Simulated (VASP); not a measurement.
Crystal: As.

```xyz
1
Lattice="2.7037 0.0000 0.0000 0.0000 2.7037 0.0000 0.0000 0.0000 2.7037" Properties=species:S:1:pos:R:3 pbc="T T T"
As    0.0000    0.0000    0.0000
```

```yaml
Program: VASP 6.6.1
Task: relaxation of cell and atoms
Functional: RPBE
Potentials_or_basis: VASP PAW PBE potentials, release 64 (As)
Cutoff: 500 eV
k_mesh: 12 × 12 × 12
Occupations: fermi-dirac, width 0.1 eV
Spin: no spin polarisation
```

At the start: pressure 4.5 GPa; volume 19.76 Å³/atom.

Q: Where does the relaxation end?

A: Over 3 steps the energy falls by 15.0 meV/atom and the volume is 20.90 Å³/atom (+5.7 %); space group Pm-3m (No. 221, to 0.05 Å).

Step by step:
```
step  energy change (eV)  largest force (eV/Å)  pressure (GPa)  volume (Å³)
   1              0.0000                0.0000            4.45        19.76
   2             -0.0127                0.0000           -1.51        21.38
   3             -0.0150                0.0000            0.01        20.90
```

Final structure:
```
CELL_PARAMETERS angstrom
2.75451 0.00000 0.00000
0.00000 2.75451 0.00000
0.00000 0.00000 2.75451
ATOMIC_POSITIONS crystal
As 0.00000 0.00000 0.00000
```

Caveat: the PAW data sets were made with another functional, which shifts forces and pressure a little.
